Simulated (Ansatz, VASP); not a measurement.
**TiB2 in VASP and in Ansatz**

The input INCAR:

```
SYSTEM = TiB2
PREC = Accurate
ENCUT = 600
EDIFF = 1E-6
ISMEAR = -1
SIGMA = 0.08
LREAL = .False.
LASPH = .True.
NELM = 80
ALGO = Normal
ISIF = 3
LWAVE = .False.
LCHARG = .False.
GGA = PE
IBRION = 2
NSW = 60
EDIFFG = -0.005
```

KPOINTS

```
regular mesh
0
Gamma
  11 11 9
  0 0 0
```

Contents of POSCAR:

```
TiB2
1.0
    3.1579068305      0.0000000000      0.0000000000
   -1.5789534152      2.7348275380      0.0000000000
    0.0000000000      0.0000000000      3.4736975135
Ti B
1 2
Direct
    0.0000000000      0.0000000000      0.0000000000
    0.3333333333      0.6666666667      0.5000000000
    0.6666666667      0.3333333333      0.5000000000
```

Input for Ansatz:

```yaml
crystal:
  lattice:
    - [3.1579068305, 0.0, 0.0]
    - [-1.5789534152, 2.734827538, 0.0]
    - [0.0, 0.0, 3.4736975135]
  atoms:
    - { symbol: Ti, position: [0.0, 0.0, 0.0] }
    - { symbol: B, position: [0.3333333333, 0.6666666667, 0.5] }
    - { symbol: B, position: [0.6666666667, 0.3333333333, 0.5] }
kpoints:
  mp_grid: { grid: [11, 11, 9] }
scf:
  occupations: { method: fermi_dirac, width: 0.08 }
hamiltonian:
  xc: pbe
  pseudopotentials: { kind: paw }
output:
  forces: true
  stress: true
relax:
  f_tol: 0.005
  max_steps: 40
  cell: {}
```

Alike in both runs: task relaxation of cell and atoms; functional PBE; k mesh 11 × 11 × 9; occupations fermi-dirac, width 0.08 eV; no spin polarisation.

|  | VASP | Ansatz |
| --- | --- | --- |
| version | VASP 6.6.1 | Ansatz 0.2.0 |
| potentials or method | VASP PAW PBE potentials, release 64 (Ti_sv, B) | PAW with Ansatz's default frozen-core files, scalar-relativistic |
| plane-wave cutoff (eV) | 600 | 420 |
| valence electrons in the cell | 18 | 18 |

VASP gave:

| Item | Value |
| --- | --- |
| relaxed volume (Å³/atom) | 8.56 |
| relaxed cell length with the largest relative difference (Å) | 3.225 |

Which values does Ansatz return?

Relaxed volume (Å³/atom): 8.56; relaxed cell length with the largest relative difference (Å): 3.224.
